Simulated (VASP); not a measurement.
# ZrN (Fm-3m) in VASP: notebook

The runs below take ZrN through single point, with PBE.

Everything below comes from runs of VASP 6.6.1. Logs are shortened: lines on timing, memory, paths and dates and some standing lists are left out, and cuts for length are marked.

## Step 1: The cell of the first run

Symmetry: Fm-3m, No. 225, cubic system. The conventional cell has a = 4.568 Å, b = 4.568 Å, c = 4.568 Å, α = 90.00°, β = 90.00°, γ = 90.00°. Within 3.0 Å of Zr (site symmetry m-3m) lie 6 N at 2.28 Å. N (site symmetry m-3m) has 6 Zr at 2.28 Å within 3.0 Å.

## Step 2: Single point, PBE

INCAR reads:

```
PREC = Accurate ; ENCUT = 600
EDIFF = 1E-6 ; ISMEAR = 0
SIGMA = 0.15 ; LREAL = False
LASPH = True ; NELM = 120
ALGO = Normal ; ISIF = 2
LWAVE = False ; LCHARG = False
GGA = PE ; NBANDS = 16
GGA_COMPAT = False
```

KPOINTS reads:

```
Automatic mesh
0
Gamma
  18 18 18
```

POSCAR reads:

```
ZrN
1.0
    0.0000000000      2.2842300000      2.2842300000
    2.2842300000      0.0000000000      2.2842300000
    2.2842300000      2.2842300000      0.0000000000
Zr N
1 1
Direct
    0.0000000000      0.0000000000      0.0000000000
    0.5000000000      0.5000000000      0.5000000000
```

Potentials or basis: VASP PAW PBE potentials, release 64 (Zr_sv, N).

On the command line:

```console
cat potpaw_PBE.64/Zr_sv/POTCAR potpaw_PBE.64/N/POTCAR > POTCAR
mpirun -np 1 vasp_std > vasp.out
```

OUTCAR:

```text
PREC = Accurate
   ENCUT = 600
   EDIFF = 1E-6
   ISMEAR = 0
   LREAL = False
   LASPH = True
   NELM = 120
   ISIF = 2
   GGA = PE

 ion  position               nearest neighbor table
   1  0.000  0.000  0.000-   2 2.28   2 2.28   2 2.28   2 2.28   2 2.28   2 2.28
   2  0.500  0.500  0.500-   1 2.28   1 2.28   1 2.28   1 2.28   1 2.28   1 2.28

  LATTYP: Found a face centered cubic cell.
 ALAT       =     4.5684600000

  Lattice vectors:

 A1 = (   0.0000000000,   2.2842300000,   2.2842300000)
 A2 = (   2.2842300000,   0.0000000000,   2.2842300000)
 A3 = (   2.2842300000,   2.2842300000,   0.0000000000)

Analysis of symmetry for initial positions (statically):
=====================================================================
 Subroutine PRICEL returns:
 Original cell was already a primitive cell.

 Routine SETGRP: Setting up the symmetry group for a
 face centered cubic supercell.

 Subroutine GETGRP returns: Found 48 space group operations
 (whereof 48 operations were pure point group operations)
 out of a pool of 48 trial point group operations.

The static configuration has the point symmetry O_h .

Analysis of symmetry for dynamics (positions and initial velocities):
=====================================================================
 Subroutine PRICEL returns:
 Original cell was already a primitive cell.

 Routine SETGRP: Setting up the symmetry group for a
 face centered cubic supercell.

 Subroutine GETGRP returns: Found 48 space group operations
 (whereof 48 operations were pure point group operations)
 out of a pool of 48 trial point group operations.

The dynamic configuration has the point symmetry O_h .

 Subroutine INISYM returns: Found 48 space group operations
 (whereof 48 operations are pure point group operations),
 and found     1 'primitive' translations

----------------------------------------------------------------------------------------

                                     Primitive cell

  volume of cell :      23.8369

  direct lattice vectors                    reciprocal lattice vectors
     0.000000000  2.284230000  2.284230000    -0.218892143  0.218892143  0.218892143
     2.284230000  0.000000000  2.284230000     0.218892143 -0.218892143  0.218892143
     2.284230000  2.284230000  0.000000000     0.218892143  0.218892143 -0.218892143

  length of vectors
     3.230389046  3.230389046  3.230389046     0.379132313  0.379132313  0.379132313

  position of ions in fractional coordinates (direct lattice)
     0.000000000  0.000000000  0.000000000
     0.500000000  0.500000000  0.500000000

  ion indices of the primitive-cell ions
   primitive index   ion index
                 1           1
                 2           2

----------------------------------------------------------------------------------------

 KPOINTS: Automatic mesh

Automatic generation of k-mesh.
 Grid dimensions read from file:
 generate k-points for:   18   18   18

 Generating k-lattice:

  Cartesian coordinates                     Fractional coordinates (reciprocal lattice)
    -0.012160675  0.012160675  0.012160675     0.055555556  0.000000000  0.000000000
     0.012160675 -0.012160675  0.012160675     0.000000000  0.055555556  0.000000000
     0.012160675  0.012160675 -0.012160675     0.000000000  0.000000000  0.055555556

  Length of vectors
     0.021062906  0.021062906  0.021062906

  Shift w.r.t. Gamma in fractional coordinates (k-lattice)
     0.000000000  0.000000000  0.000000000

 Subroutine IBZKPT returns following result:
 ===========================================

 Found    195 irreducible k-points:

 Following reciprocal coordinates:
            Coordinates               Weight
  0.000000  0.000000  0.000000      1.000000
  0.055556  0.000000  0.000000      8.000000
  0.111111  0.000000  0.000000      8.000000
  0.166667  0.000000  0.000000      8.000000
  0.222222  0.000000  0.000000      8.000000
  0.277778  0.000000  0.000000      8.000000
[... 16 lines left out ...]
 -0.277778  0.055556  0.000000     24.000000
 -0.222222  0.055556  0.000000     24.000000
 [... further k-points ...]
   k-points           NKPTS =    195   k-points in BZ     NKDIM =    195   number of bands    NBANDS=     16
   number of dos      NEDOS =    301   number of ions     NIONS =      2
   total plane-waves  NPLWV =  21952
   dimension x,y,z NGX =    28 NGY =   28 NGZ =   28
   dimension x,y,z NGXF=    56 NGYF=   56 NGZF=   56
   ions per type =               1   1
   NGX,Y,Z   is equivalent  to a cutoff of  14.41, 14.41, 14.41 a.u.
   NGXF,Y,Z  is equivalent  to a cutoff of  28.82, 28.82, 28.82 a.u.
 SYSTEM =  unknown system
   PREC   = accura    normal or accurate (medium, high low for compatibility)
   ISTART =      0    job   : 0-new  1-cont  2-samecut
   ICHARG =      2    charge: 1-file 2-atom 10-const
   ISPIN  =      1    spin polarized calculation?
   LNONCOLLINEAR =      F non collinear calculations
   LSORBIT =      F    spin-orbit coupling
   LASPH  =      T    aspherical Exc in radial PAW
   ENCUT  =  600.0 eV  44.10 Ry    6.64 a.u.   6.45  6.45  6.45*2*pi/ulx,y,z
   NELM   =    120;   NELMIN=  2; NELMDL= -5     # of ELM steps
   EDIFF  = 0.1E-05   stopping-criterion for ELM
   LREAL  =      F    real-space projection
   EDIFFG = 0.1E-04   stopping-criterion for IOM
   NSW    =      0    number of steps for IOM
   IBRION =     -1    ionic relax: 0-MD 1-quasi-New 2-CG
   NFREE  =      0    steps in history (QN), initial steepest desc. (CG)
   ISIF   =      2    stress and relaxation
   ISYM   =      2    0-nonsym 1-usesym 2-fastsym
   POTIM  = 0.5000    time-step for ionic-motion
   TEBEG  =    0.0;   TEEND  =   0.0 temperature during run
   PSTRESS=    0.0 pullay stress
   NELECT =      17.0000    total number of electrons
   NUPDOWN=      -1.0000    fix difference up-down
   EMIN   =  10.00;   EMAX   =-10.00  energy-range for DOS
   EFERMI =   0.00;   METHOD = LEGACY
   ISMEAR =     0;   SIGMA  =   0.15  broadening in eV -4-tet -1-fermi 0-gaus
   EFERMI_NEDOS =   21; number of points for ismear=-14 and -15
   IALGO  =     38    algorithm
   IMIX   =      4    mixing-type and parameters
     AMIX     =   0.40;   BMIX     =  1.00
     AMIX_MAG =   1.60;   BMIX_MAG =  1.00
  volume/ion in A,a.u.               =      11.92        80.43
  Fermi-wavevector in a.u.,A,eV,Ry     =   1.462653  2.764013 29.107676  2.139354
  Thomas-Fermi vector in A             =   2.578841
   LORBIT       =      0    0 simple, 1 ext, 2 COOP (PROOUT), +10 PAW based schemes
   GGA     = PE    functional components
   LHFCALC =     F    Hartree Fock is set to
   AEXX    =    0.0000 exact exchange contribution
   IVDW    =     0    specifies the selected vdW correction
   LEPSILON=     F    determine dielectric tensor
   LRPA    =     F    only Hartree local field effects (RPA)
 non-spin polarized calculation
 Gauss-broadening in eV      SIGMA  =   0.15
  energy-cutoff  :      600.00
  volume of cell :       23.84
 maximum number of plane-waves:       821
 NGX is ok and might be reduce to    28
   NGX = 13   NGY = 13   NGZ = 13

 number of electron      17.0000000 magnetization

 Free energy of the ion-electron system (eV)
  ---------------------------------------------------
  ext. energy  EPLUGINS =         0.00000000
  ---------------------------------------------------
  free energy    TOTEN  =       -20.36846753 eV

  energy without entropy =      -20.36057585  energy(sigma->0) =      -20.36452169

 E-fermi :  12.1091     XC(G=0): -12.5608

 val. band max:       12.0909899277   @ k =   0.4444   0.2222   0.1111
 cond. band min:      12.1783451821   @ k =  -0.0556   0.0556   0.0000
 fundamental gap:      0.0873552545
 Fermi energy:        12.1091388013

 k-point     1 :       0.0000    0.0000    0.0000
  band No.  band energies     occupation
      1     -37.4531      2.00000
      2     -15.0633      2.00000
      3     -15.0633      2.00000
      4     -15.0633      2.00000
      5      -4.2119      2.00000
      6       9.4358      2.00000
[... 8 lines left out ...]
     15      21.3028      0.00000
     16      34.8011      0.00000

 k-point     2 :       0.0556    0.0000    0.0000
  band No.  band energies     occupation
      1     -37.4487      2.00000
      2     -15.1043      2.00000
      3     -15.0663      2.00000
      4     -15.0663      2.00000
      5      -4.1468      2.00000
      6       9.1557      2.00000
[... 8 lines left out ...]
     15      21.5184      0.00000
     16      33.9573      0.00000

 k-point     3 :       0.1111    0.0000    0.0000
  band No.  band energies     occupation
      1     -37.4360      2.00000
      2     -15.2203      2.00000
      3     -15.0749      2.00000
      4     -15.0749      2.00000
      5      -3.9600      2.00000
      6       8.4918      2.00000
[... 8 lines left out ...]
     15      22.1243      0.00000
     16      32.4778      0.00000

 k-point     4 :       0.1667    0.0000    0.0000
  band No.  band energies     occupation
      1     -37.4165      2.00000
      2     -15.3925      2.00000
      3     -15.0879      2.00000
      4     -15.0879      2.00000
      5      -3.6742      2.00000
      6       7.6799      2.00000
[... 8 lines left out ...]
     15      22.9959      0.00000
     16      31.0435      0.00000

 k-point     5 :       0.2222    0.0000    0.0000
  band No.  band energies     occupation
      1     -37.3924      2.00000
      2     -15.5958      2.00000
      3     -15.1038      2.00000
      4     -15.1038      2.00000
      5      -3.3217      2.00000
      6       6.8491      2.00000
[... 8 lines left out ...]
     15      23.9011      0.00000
     16      30.0052      0.00000

 k-point     6 :       0.2778    0.0000    0.0000
  band No.  band energies     occupation
      1     -37.3666      2.00000
      2     -15.8036      2.00000
      3     -15.1206      2.00000
      4     -15.1206      2.00000
      5      -2.9400      2.00000
      6       6.0706      2.00000
[... 8 lines left out ...]
     15      24.4955      0.00000
     16      28.5378      0.00000

 k-point     7 :       0.3333    0.0000    0.0000
  band No.  band energies     occupation
      1     -37.3423      2.00000
      2     -15.9917      2.00000
      3     -15.1363      2.00000
      4     -15.1363      2.00000
      5      -2.5697      2.00000
      6       5.3935      2.00000
[... 8 lines left out ...]
     15      24.6881      0.00000
     16      27.0189      0.00000

 k-point     8 :       0.3889    0.0000    0.0000
  band No.  band energies     occupation
      1     -37.3223      2.00000
      2     -16.1405      2.00000
      3     -15.1490      2.00000
      4     -15.1490      2.00000
      5      -2.2541      2.00000
      6       4.8612      2.00000
[... 8 lines left out ...]
     15      24.8273      0.00000
     16      25.7290      0.00000

 k-point     9 :       0.4444    0.0000    0.0000
  band No.  band energies     occupation
      1     -37.3092      2.00000
      2     -16.2355      2.00000
      3     -15.1573      2.00000
      4     -15.1573      2.00000
      5      -2.0384      2.00000
      6       4.5166      2.00000
[... 8 lines left out ...]
     15      24.8123      0.00000
     16      24.8123      0.00000
[... 172 lines left out ...]
 k-point    19 :       0.5000    0.0556    0.0000
  band No.  band energies     occupation
      1     -37.3032      2.00000
      2     -16.2504      2.00000
      3     -15.1816      2.00000
      4     -15.1686      2.00000
      5      -2.0205      2.00000
      6       4.4903      2.00000
[... 8 lines left out ...]
     15      24.4984      0.00000
     16      24.5850      0.00000

 k-point    20 :      -0.4444    0.0556    0.0000
  band No.  band energies     occupation
      1     -37.3047      2.00000
      2     -16.2397      2.00000
      3     -15.1879      2.00000
      4     -15.1604      2.00000
      5      -2.0426      2.00000
      6       4.5236      2.00000
[... 8 lines left out ...]
     15      24.4877      0.00000
     16      24.8497      0.00000

 k-point    21 :      -0.3889    0.0556    0.0000
  band No.  band energies     occupation
      1     -37.3150      2.00000
      2     -16.1666      2.00000
      3     -15.1876      2.00000
      4     -15.1471      2.00000
      5      -2.2025      2.00000
      6       4.7730      2.00000
[... 8 lines left out ...]
     15      24.7907      0.00000
     16      25.2018      0.00000

 k-point    22 :      -0.3333    0.0556    0.0000
  band No.  band energies     occupation
      1     -37.3327      2.00000
      2     -16.0379      2.00000
      3     -15.1805      2.00000
      4     -15.1303      2.00000
      5      -2.4717      2.00000
      6       5.2110      2.00000
[... 8 lines left out ...]
     15      24.7331      0.00000
     16      26.0934      0.00000

 k-point    23 :      -0.2778    0.0556    0.0000
  band No.  band energies     occupation
      1     -37.3556      2.00000
      2     -15.8658      2.00000
      3     -15.1675      2.00000
      4     -15.1118      2.00000
      5      -2.8099      2.00000
      6       5.7985      2.00000
[... 8 lines left out ...]
     15      24.6552      0.00000
     16      27.2416      0.00000

 k-point    24 :      -0.2222    0.0556    0.0000
  band No.  band energies     occupation
      1     -37.3809      2.00000
      2     -15.6682      2.00000
      3     -15.1500      2.00000
      4     -15.0940      2.00000
      5      -3.1751      2.00000
      6       6.4931      2.00000
[... 8 lines left out ...]
     15      24.2603      0.00000
     16      28.4531      0.00000

 [... further k-points ...]
[... 5 lines left out ...]
  --------------------------------------------------------------------------------------
  -------------------------------------------------------------------------------------
  Total        0.6881380      0.6881380      0.6881380      0.0000000      0.0000000      0.0000000
  in kB       46.2526520     46.2526520     46.2526520      0.0000000      0.0000000      0.0000000
  external PRESSURE =      46.2526520 kB  Pullay stress =       0.0000000 kB

 VOLUME and BASIS-vectors are now :
 -----------------------------------------------------------------------------
  energy-cutoff  :      600.00
  volume of cell :       23.84
      direct lattice vectors                 reciprocal lattice vectors
     0.000000000  2.284230000  2.284230000    -0.218892143  0.218892143  0.218892143
     2.284230000  0.000000000  2.284230000     0.218892143 -0.218892143  0.218892143
     2.284230000  2.284230000  0.000000000     0.218892143  0.218892143 -0.218892143

 POSITION                                       TOTAL-FORCE (eV/Angst)
 -----------------------------------------------------------------------------------
      0.00000      0.00000      0.00000         0.000000      0.000000      0.000000
      2.28423      2.28423      2.28423        -0.000000     -0.000000     -0.000000
 -----------------------------------------------------------------------------------
    total drift:                                0.000000      0.000000      0.000000

  FREE ENERGIE OF THE ION-ELECTRON SYSTEM (eV)
  ---------------------------------------------------
  free  energy   TOTEN  =       -20.3684675300 eV

  energy  without entropy=      -20.3605758518  energy(sigma->0) =      -20.36452169
```

Wall time 67 s (1 thread of AMD EPYC 9R45 (Zen 5), shared host); peak memory 0.19 GiB.

What came out:

```
Free energy : -20.3685 eV
Pressure    : 4.6 GPa
```

## Step 3: Single point, PBE

INCAR is that of step 2.

KPOINTS reads:

```
Automatic mesh
0
Gamma
  20 20 20
```

POSCAR is that of step 2.

Potentials or basis: VASP PAW PBE potentials, release 64 (Zr_sv, N).

On the command line:

```console
cat potpaw_PBE.64/Zr_sv/POTCAR potpaw_PBE.64/N/POTCAR > POTCAR
mpirun -np 1 vasp_std > vasp.out
```

OUTCAR:

```text
PREC = Accurate
   ENCUT = 600
   EDIFF = 1E-6
   ISMEAR = 0
   LREAL = False
   LASPH = True
   NELM = 120
   ISIF = 2
   GGA = PE

 ion  position               nearest neighbor table
   1  0.000  0.000  0.000-   2 2.28   2 2.28   2 2.28   2 2.28   2 2.28   2 2.28
   2  0.500  0.500  0.500-   1 2.28   1 2.28   1 2.28   1 2.28   1 2.28   1 2.28

  LATTYP: Found a face centered cubic cell.
 ALAT       =     4.5684600000

  Lattice vectors:

 A1 = (   0.0000000000,   2.2842300000,   2.2842300000)
 A2 = (   2.2842300000,   0.0000000000,   2.2842300000)
[... 627 lines left out ...]
      5      -2.3885      2.00000
      6       5.0733      2.00000
[... 8 lines left out ...]
     15      24.7524      0.00000
     16      25.8572      0.00000

 [... further k-points ...]
[... 5 lines left out ...]
  --------------------------------------------------------------------------------------
  -------------------------------------------------------------------------------------
  Total        0.6865966      0.6865966      0.6865966      0.0000000     -0.0000000      0.0000000
  in kB       46.1490445     46.1490445     46.1490445      0.0000000     -0.0000000      0.0000000
  external PRESSURE =      46.1490445 kB  Pullay stress =       0.0000000 kB

 VOLUME and BASIS-vectors are now :
 -----------------------------------------------------------------------------
  energy-cutoff  :      600.00
  volume of cell :       23.84
      direct lattice vectors                 reciprocal lattice vectors
     0.000000000  2.284230000  2.284230000    -0.218892143  0.218892143  0.218892143
     2.284230000  0.000000000  2.284230000     0.218892143 -0.218892143  0.218892143
     2.284230000  2.284230000  0.000000000     0.218892143  0.218892143 -0.218892143

 POSITION                                       TOTAL-FORCE (eV/Angst)
 -----------------------------------------------------------------------------------
      0.00000      0.00000      0.00000        -0.000000      0.000000      0.000000
      2.28423      2.28423      2.28423         0.000000     -0.000000     -0.000000
 -----------------------------------------------------------------------------------
    total drift:                                0.000000      0.000000      0.000000

  FREE ENERGIE OF THE ION-ELECTRON SYSTEM (eV)
  ---------------------------------------------------
  free  energy   TOTEN  =       -20.3690331753 eV

  energy  without entropy=      -20.3613485316  energy(sigma->0) =      -20.36519085
```

stdout:

```text
POSCAR found type information on POSCAR ZrN
 POSCAR found :  2 types and       2 ions
 scaLAPACK will be used
 LDA part: xc-table for (Slater+PW92), standard interpolation
 POSCAR, INCAR and KPOINTS ok, starting setup
 FFT: planning ... GRIDC
 FFT: planning ... GRID_SOFT
 FFT: planning ... GRID
 WAVECAR not read
 entering main loop
```

It took 82 s on 1 thread of AMD EPYC 9R45 (Zen 5), shared host; peak memory 0.22 GiB.

What came out:

| Quantity | Value |
| --- | --- |
| Free energy | -20.3690 eV |
| Pressure | 4.6 GPa |

Levels at points of the mesh, in eV from the Fermi level:
| k point | band 5 | band 6 | band 7 | band 8 | band 9 | band 10 | band 11 | band 12 |
| --- | --- | --- | --- | --- | --- | --- | --- | --- |
| (0.00, 0.00, 0.00) | -16.35 | -2.70 | -2.70 | -2.70 | -0.43 | -0.43 | -0.43 | 1.58 |
| (0.50, 0.00, 0.00) | -14.10 | -7.74 | -5.77 | -5.77 | 3.04 | 3.11 | 3.11 | 4.78 |
| (0.50, 0.50, 0.00) | -15.83 | -4.58 | -3.55 | -3.20 | -3.20 | 3.40 | 4.58 | 4.58 |
